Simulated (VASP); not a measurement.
# TaTe (Pm-3m) in VASP: single point with PBE-based screened hybrid with 25 % exact exchange

Aim: the single point of TaTe with PBE-based screened hybrid with 25 % exact exchange.

All numbers are computed with VASP 6.6.1; they aren't measurements. Logs are shortened: lines on timing, memory, paths and dates and some standing lists are left out, and cuts for length are marked.

### Step 1. The cell of the first run

Symmetry: Pm-3m, No. 221, cubic system. The conventional cell has a = 3.420 Å, b = 3.420 Å, c = 3.420 Å, α = 90.00°, β = 90.00°, γ = 90.00°. Ta (site symmetry m-3m) has 8 Te at 2.96 Å and 6 Ta at 3.42 Å within 3.9 Å. Te (site symmetry m-3m) has 8 Ta at 2.96 Å and 6 Te at 3.42 Å within 3.9 Å.

### Step 2. Single point, PBE-based screened hybrid with 25 % exact exchange

Contents of POSCAR:

```
TaTe
1.0
    3.4200900000      0.0000000000      0.0000000000
    0.0000000000      3.4200900000      0.0000000000
    0.0000000000      0.0000000000      3.4200900000
Ta Te
1 1
Direct
    0.5000000000      0.5000000000      0.5000000000
    0.0000000000      0.0000000000      0.0000000000
```

Contents of INCAR.step1:

```
PREC = Accurate ; ENCUT = 520
EDIFF = 1E-5 ; ISMEAR = -1
SIGMA = 0.05 ; LREAL = F
LASPH = T ; NELM = 60
ALGO = Normal ; ISIF = 2
LWAVE = T ; LCHARG = F
GGA = PE ; NBANDS = 16
```

Contents of INCAR.step2:

```
PREC = Accurate ; ENCUT = 520
EDIFF = 1E-6 ; ISMEAR = -1
SIGMA = 0.05 ; LREAL = F
LASPH = T ; NELM = 60
ALGO = Normal ; ISIF = 2
LWAVE = F ; LCHARG = F
GGA = PE ; LHFCALC = T
AEXX = 0.25 ; HFSCREEN = 0.6
PRECFOCK = Normal ; ISTART = 1
NBANDS = 16
```

Contents of KPOINTS:

```
regular mesh
0
Gamma
  4 4 4
```

Potentials or basis: VASP PAW PBE potentials, release 64 (Ta_pv, Te).

Started as:

```console
$ cat potpaw_PBE.64/Ta_pv/POTCAR potpaw_PBE.64/Te/POTCAR > POTCAR
$ cp INCAR.step1 INCAR
$ mpirun -np 1 vasp_std > vasp.out
$ cp INCAR.step2 INCAR
$ mpirun -np 1 vasp_std > vasp.out
```

OUTCAR:

```text
PREC = Accurate
   ENCUT = 520
   EDIFF = 1E-6
   ISMEAR = -1
   LREAL = F
   LASPH = T
   NELM = 60
   ISIF = 2
   GGA = PE
   LHFCALC = T
   AEXX = 0.25
   HFSCREEN = 0.6
   PRECFOCK = Normal
   ISTART = 1

 ion  position               nearest neighbor table
   1  0.500  0.500  0.500-   2 2.96   2 2.96   2 2.96   2 2.96   2 2.96   2 2.96   2 2.96   2 2.96

   2  0.000  0.000  0.000-   1 2.96   1 2.96   1 2.96   1 2.96   1 2.96   1 2.96   1 2.96   1 2.96

  LATTYP: Found a simple cubic cell.
 ALAT       =     3.4200900000

  Lattice vectors:

 A1 = (   3.4200900000,   0.0000000000,   0.0000000000)
 A2 = (   0.0000000000,   3.4200900000,   0.0000000000)
 A3 = (   0.0000000000,   0.0000000000,   3.4200900000)

Analysis of symmetry for initial positions (statically):
=====================================================================
 Subroutine PRICEL returns:
 Original cell was already a primitive cell.

 Routine SETGRP: Setting up the symmetry group for a
 simple cubic supercell.

 Subroutine GETGRP returns: Found 48 space group operations
 (whereof 48 operations were pure point group operations)
 out of a pool of 48 trial point group operations.

The static configuration has the point symmetry O_h .

Analysis of symmetry for dynamics (positions and initial velocities):
=====================================================================
 Subroutine PRICEL returns:
 Original cell was already a primitive cell.

 Routine SETGRP: Setting up the symmetry group for a
 simple cubic supercell.

 Subroutine GETGRP returns: Found 48 space group operations
 (whereof 48 operations were pure point group operations)
 out of a pool of 48 trial point group operations.

The dynamic configuration has the point symmetry O_h .

 Subroutine INISYM returns: Found 48 space group operations
 (whereof 48 operations are pure point group operations),
 and found     1 'primitive' translations

----------------------------------------------------------------------------------------

                                     Primitive cell

  volume of cell :      40.0048

  direct lattice vectors                    reciprocal lattice vectors
     3.420090000  0.000000000  0.000000000     0.292389966  0.000000000  0.000000000
     0.000000000  3.420090000  0.000000000     0.000000000  0.292389966  0.000000000
     0.000000000  0.000000000  3.420090000     0.000000000  0.000000000  0.292389966

  length of vectors
     3.420090000  3.420090000  3.420090000     0.292389966  0.292389966  0.292389966

  position of ions in fractional coordinates (direct lattice)
     0.500000000  0.500000000  0.500000000
     0.000000000  0.000000000  0.000000000

  ion indices of the primitive-cell ions
   primitive index   ion index
                 1           1
                 2           2

----------------------------------------------------------------------------------------

 KPOINTS: regular mesh

Automatic generation of k-mesh.
 Grid dimensions read from file:
 generate k-points for:    4    4    4

 Generating k-lattice:

  Cartesian coordinates                     Fractional coordinates (reciprocal lattice)
     0.073097492  0.000000000  0.000000000     0.250000000  0.000000000  0.000000000
     0.000000000  0.073097492  0.000000000     0.000000000  0.250000000  0.000000000
     0.000000000  0.000000000  0.073097492     0.000000000  0.000000000  0.250000000

  Length of vectors
     0.073097492  0.073097492  0.073097492

  Shift w.r.t. Gamma in fractional coordinates (k-lattice)
     0.000000000  0.000000000  0.000000000

 Subroutine IBZKPT returns following result:
 ===========================================

 Found     10 irreducible k-points:

 Following reciprocal coordinates:
            Coordinates               Weight
  0.000000  0.000000  0.000000      1.000000
  0.250000  0.000000  0.000000      6.000000
  0.500000  0.000000  0.000000      3.000000
  0.250000  0.250000  0.000000     12.000000
  0.500000  0.250000  0.000000     12.000000
  0.500000  0.500000  0.000000      3.000000
  0.250000  0.250000  0.250000      8.000000
  0.500000  0.250000  0.250000     12.000000
  0.500000  0.500000  0.250000      6.000000
  0.500000  0.500000  0.500000      1.000000
   k-points           NKPTS =     10   k-points in BZ     NKDIM =     64   number of bands    NBANDS=     16
   number of dos      NEDOS =    301   number of ions     NIONS =      2
   total plane-waves  NPLWV =  21952
   dimension x,y,z NGX =    28 NGY =   28 NGZ =   28
   dimension x,y,z NGXF=    56 NGYF=   56 NGZF=   56
   ions per type =               1   1
   NGX,Y,Z   is equivalent  to a cutoff of  13.61, 13.61, 13.61 a.u.
   NGXF,Y,Z  is equivalent  to a cutoff of  27.22, 27.22, 27.22 a.u.
 SYSTEM =  unknown system
   PREC   = accura    normal or accurate (medium, high low for compatibility)
   ISTART =      1    job   : 0-new  1-cont  2-samecut
   ICHARG =      0    charge: 1-file 2-atom 10-const
   ISPIN  =      1    spin polarized calculation?
   LNONCOLLINEAR =      F non collinear calculations
   LSORBIT =      F    spin-orbit coupling
   LASPH  =      T    aspherical Exc in radial PAW
   ENCUT  =  520.0 eV  38.22 Ry    6.18 a.u.   6.36  6.36  6.36*2*pi/ulx,y,z
   NELM   =     60;   NELMIN=  2; NELMDL=  0     # of ELM steps
   EDIFF  = 0.1E-05   stopping-criterion for ELM
   LREAL  =      F    real-space projection
   EDIFFG = 0.1E-04   stopping-criterion for IOM
   NSW    =      0    number of steps for IOM
   IBRION =     -1    ionic relax: 0-MD 1-quasi-New 2-CG
   NFREE  =      0    steps in history (QN), initial steepest desc. (CG)
   ISIF   =      2    stress and relaxation
   ISYM   =      3    0-nonsym 1-usesym 2-fastsym
   POTIM  = 0.5000    time-step for ionic-motion
   TEBEG  =    0.0;   TEEND  =   0.0 temperature during run
   PSTRESS=    0.0 pullay stress
   NELECT =      17.0000    total number of electrons
   NUPDOWN=      -1.0000    fix difference up-down
   EMIN   =  10.00;   EMAX   =-10.00  energy-range for DOS
   EFERMI =   0.00;   METHOD = LEGACY
   ISMEAR =    -1;   SIGMA  =   0.05  broadening in eV -4-tet -1-fermi 0-gaus
   EFERMI_NEDOS =   21; number of points for ismear=-14 and -15
   IALGO  =     38    algorithm
   IMIX   =      1    mixing-type and parameters
     AMIX     =   0.40;   BMIX     =  1.00
     AMIX_MAG =   1.60;   BMIX_MAG =  1.00
  volume/ion in A,a.u.               =      20.00       134.98
  Fermi-wavevector in a.u.,A,eV,Ry     =   1.230798  2.325872 20.610987  1.514865
  Thomas-Fermi vector in A             =   2.365633
   LORBIT       =      0    0 simple, 1 ext, 2 COOP (PROOUT), +10 PAW based schemes
   GGA     = PE    functional components
   LHFCALC =     T    Hartree Fock is set to
   PRECFOCK=normal    Normal, Fast or Accurate (Low or Medium for compatibility)
   ENCUT4O =  -1.0   cutoff for four orbital integrals eV
   NKREDX  =     1    reduce k-point grid by
   NKREDY  =     1    reduce k-point grid by
   NKREDZ  =     1    reduce k-point grid by
   AEXX    =    0.2500 exact exchange contribution
   HFSCREEN=    0.6000 screening length (either q_TF or 0.3 A-1)
   HFSCREENC=   0.6000 screening length for correlation (either q_TF or 0.3 A-1)
   ENCUTFOCK=  -1.0 apply spherical cutoff to Coloumb kernel
   IVDW    =     0    specifies the selected vdW correction
   LEPSILON=     F    determine dielectric tensor
   LRPA    =     F    only Hartree local field effects (RPA)
 non-spin polarized calculation
  energy-cutoff  :      520.00
  volume of cell :       40.00
 maximum number of plane-waves:      1108
 NGX is ok and might be reduce to    28
  NGX = 20; NGY = 20; NGZ = 20

 number of electron      17.0000005 magnetization

 Free energy of the ion-electron system (eV)
  ---------------------------------------------------
  ext. energy  EPLUGINS =         0.00000000
  ---------------------------------------------------
  free energy    TOTEN  =       -15.64211784 eV

  energy without entropy =      -15.62609610  energy(sigma->0) =      -15.63410697

 E-fermi :  10.0654     XC(G=0): -10.3545

 val. band max:        9.5082561109   @ k =   0.2500   0.0000   0.0000
 cond. band min:      10.1337636428   @ k =   0.5000   0.5000   0.0000
 fundamental gap:      0.6255075319
 Fermi energy:        10.0654237187

 k-point     1 :       0.0000    0.0000    0.0000
  band No.  band energies     occupation
      1     -27.0697      2.00000
      2     -27.0697      2.00000
      3     -27.0697      2.00000
      4      -6.0060      2.00000
      5       6.6804      2.00000
      6       6.6804      2.00000
[... 8 lines left out ...]
     15      18.4656      0.00000
     16      22.4906      0.00000

 k-point     2 :       0.2500    0.0000    0.0000
  band No.  band energies     occupation
      1     -27.1596      2.00000
      2     -27.0606      2.00000
      3     -27.0606      2.00000
      4      -5.1953      2.00000
      5       3.3124      2.00000
      6       7.0654      2.00000
[... 8 lines left out ...]
     15      20.4327      0.00000
     16      20.4327      0.00000

 k-point     3 :       0.5000    0.0000    0.0000
  band No.  band energies     occupation
      1     -27.2479      2.00000
      2     -27.0516      2.00000
      3     -27.0516      2.00000
      4      -3.9261      2.00000
      5       0.6000      2.00000
      6       6.5764      2.00000
[... 8 lines left out ...]
     15      16.9007      0.00000
     16      16.9007      0.00000

 k-point     4 :       0.2500    0.2500    0.0000
  band No.  band energies     occupation
      1     -27.1510      2.00000
      2     -27.1456      2.00000
      3     -27.0529      2.00000
      4      -4.5412      2.00000
      5       3.4388      2.00000
      6       4.4347      2.00000
[... 8 lines left out ...]
     15      19.1636      0.00000
     16      19.5308      0.00000
[... 58 lines left out ...]
 k-point     8 :       0.5000    0.2500    0.2500
  band No.  band energies     occupation
      1     -27.2217      2.00000
      2     -27.1308      2.00000
      3     -27.1243      2.00000
      4      -3.1502      2.00000
      5       2.2843      2.00000
      6       4.1432      2.00000
[... 8 lines left out ...]
     15      17.2001      0.00000
     16      19.9998      0.00000

 k-point     9 :       0.5000    0.5000    0.2500
  band No.  band energies     occupation
      1     -27.2087      2.00000
      2     -27.2087      2.00000
      3     -27.1180      2.00000
      4      -2.5210      2.00000
      5       3.0044      2.00000
      6       3.0044      2.00000
[... 8 lines left out ...]
     15      17.0560      0.00000
     16      19.0554      0.00000

 k-point    10 :       0.5000    0.5000    0.5000
  band No.  band energies     occupation
      1     -27.1963      2.00000
      2     -27.1963      2.00000
      3     -27.1962      2.00000
      4      -1.3093      2.00000
      5       2.6303      2.00000
      6       2.6303      2.00000
[... 8 lines left out ...]
     15      15.5961      0.00000
     16      15.5961      0.00000

------------------------ aborting loop because EDIFF is reached ----------------------------------------

  FORCE on cell =-STRESS in cart. coord.  units (eV):
  Direction    XX          YY          ZZ          XY          YZ          ZX
  --------------------------------------------------------------------------------------
  -------------------------------------------------------------------------------------
  Total       -0.8061760     -0.8061760     -0.8061760      0.0000000     -0.0000000     -0.0000000
  in kB      -32.2870129    -32.2870129    -32.2870129      0.0000000     -0.0000000     -0.0000000
  external PRESSURE =     -32.2870129 kB  Pullay stress =       0.0000000 kB

 VOLUME and BASIS-vectors are now :
 -----------------------------------------------------------------------------
  energy-cutoff  :      520.00
  volume of cell :       40.00
      direct lattice vectors                 reciprocal lattice vectors
     3.420090000  0.000000000  0.000000000     0.292389966  0.000000000  0.000000000
     0.000000000  3.420090000  0.000000000     0.000000000  0.292389966  0.000000000
     0.000000000  0.000000000  3.420090000     0.000000000  0.000000000  0.292389966

 POSITION                                       TOTAL-FORCE (eV/Angst)
 -----------------------------------------------------------------------------------
      1.71005      1.71005      1.71005         0.000000      0.000000      0.000000
      0.00000      0.00000      0.00000         0.000000      0.000000      0.000000
 -----------------------------------------------------------------------------------
    total drift:                               -0.000001     -0.000001     -0.000001

  FREE ENERGIE OF THE ION-ELECTRON SYSTEM (eV)
  ---------------------------------------------------
  free  energy   TOTEN  =       -15.6421178405 eV

  energy  without entropy=      -15.6260961011  energy(sigma->0) =      -15.63410697
```

Wall time 10 min (1 thread of Intel Xeon 8259CL, shared host); peak memory 0.27 GiB.

What came out:

| Item | Value |
| --- | --- |
| Free energy | -15.6421 eV |
| Pressure | -3.2 GPa |
| Band gap on the k mesh | zero (an odd number of electrons rules out a gap without spin polarisation) |

Caveat: the k points lie up to 0.46 Å⁻¹ apart, too coarse for converged energies and pressures of a metal; the PAW data sets were made with another functional, which shifts forces and pressure a little; spin-orbit coupling is left out, which moves the levels of the heavy elements.
